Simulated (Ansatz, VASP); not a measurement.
## Pd: VASP beside Ansatz

```
Pd
1.0
     2.91051    0.00000    0.00000
    -1.45525    2.52057    0.00000
     0.00000    0.00000    9.59159
Pd
4
Cartesian
  1.4553 2.5206 0.0000
  1.4553 2.5206 4.7958
  0.0000 1.6804 2.3979
  1.4553 0.8402 7.1937
```

Alike in both runs: task single point; functional revPBE; k mesh 15 × 15 × 4; occupations fermi-dirac, width 0.1 eV; no spin polarisation.

|  | VASP | Ansatz |
| --- | --- | --- |
| version | VASP 6.6.1 | Ansatz 0.2.0 |
| potentials or method | VASP PAW PBE potentials, release 64 (Pd), cutoff 520 eV | plane waves (420 eV) with PAW, scalar-relativistic |
| valence electrons in the cell | 40 | 72 |

Ansatz gave:

```
pressure (GPa)                                                : -12.4
traceless stress, the component that is largest in VASP (GPa) : -0.06
```

Question: Estimate VASP's values.

Answer: Pressure (GPa): -12.5; traceless stress, the component that is largest in VASP (GPa): -0.08.

VASP's potentials were made for PBE, not for revPBE. VASP's potentials hold 40 valence electrons a cell and Ansatz's 72, so a difference there can come from the potentials and not from the codes.
